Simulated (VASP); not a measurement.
Here is a VASP 6.6.1 calculation.

The input INCAR:

```
PREC = Accurate
ENCUT = 520
EDIFF = 1E-6
ISMEAR = 0
SIGMA = 0.1
LREAL = False
LASPH = True
NELM = 100
ALGO = Normal
ISIF = 2
LWAVE = False
LCHARG = True
LDIPOL = True
IDIPOL = 3
DIPOL = 0.5 0.5 0.364
GGA = PE
LELF = True
LVHAR = True
LVACPOTAV = True
NBANDS = 24
```

File KPOINTS:

```
Automatic mesh
0
Gamma
  9 9 1
```

Contents of POSCAR:

```
Hf3H
1.0
    3.0697355021      0.0000000000      0.0000000000
   -1.0232451674      2.8941743867      0.0000000000
    0.0000000000      0.0000000000     20.2814081478
Hf H
3 1
Direct
    0.5000000000      0.5000000000      0.1972249644
    0.0000000000      0.0000000000      0.3153436029
    0.5000000000      0.5000000000      0.4329782273
    0.6666666667      0.8333333333      0.5115878982
```

Potentials or basis: VASP PAW PBE potentials, release 64 (Hf_pv, H).

The run is started by

```sh
$ cat potpaw_PBE.64/Hf_pv/POTCAR potpaw_PBE.64/H/POTCAR > POTCAR
$ mpirun -np 1 vasp_std > vasp.out
```

What does it give for the largest force?

1.164 eV/Å.

Forces on the atoms (eV/Å):
```
Hf  -0.030 -0.008 -0.037
Hf   0.152  0.091 -0.221
Hf  -0.198 -1.122  0.242
H    0.076  1.038  0.016
```
